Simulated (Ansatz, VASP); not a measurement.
HfO2 in VASP and in Ansatz

```
CELL_PARAMETERS angstrom
5.14712 0.00000 0.00000
0.00000 5.14547 0.00000
0.00000 0.00000 5.14741
ATOMIC_POSITIONS crystal
Hf 0.03301 0.26748 0.24144
Hf 0.53301 0.26748 0.74144
Hf 0.53301 0.76748 0.24144
Hf 0.03301 0.76748 0.74144
O 0.33999 0.07469 0.43385
O 0.22602 0.07469 0.93385
O 0.83999 0.46027 0.54903
O 0.72602 0.46027 0.04903
O 0.22602 0.57469 0.04903
O 0.33999 0.57469 0.54903
O 0.83999 0.96027 0.43385
O 0.72602 0.96027 0.93385
```

Alike in both runs: functional r2SCAN; k mesh 4 × 4 × 4; occupations gaussian, width 0.1 eV; no spin polarisation.

Ansatz relaxed the structure, and its values are those at the end. VASP's run is a single point on that final structure, the one shown.

|  | VASP | Ansatz |
| --- | --- | --- |
| version | VASP 6.6.1 | Ansatz 0.2.0 |
| potentials or method | VASP PAW PBE potentials, release 64 (Hf_pv, O), cutoff 520 eV | scalar-relativistic, plane waves, PAW |
| valence electrons in the cell | 88 | 152 |

|  | VASP | Ansatz | Ansatz less VASP |
| --- | --- | --- | --- |
| gap on the k mesh at the Fermi level (eV) | 4.40 | 4.47 | +0.068 |
| least direct gap on the mesh (eV) | 5.04 | 5.08 | +0.045 |
| pressure (GPa) | -3.6 | 0.0 | +3.64 |
| rms of the force components (eV/Å) | 0.042 | 0.027 | -0.0154 |

VASP's potentials were made for PBE, not for r2SCAN. With one functional, cell and mesh, what is left measures potentials, basis and numerics. VASP's potentials hold 88 valence electrons a cell and Ansatz's 152, so a difference there can come from the potentials and not from the codes.

Neither program's run includes spin-orbit coupling.
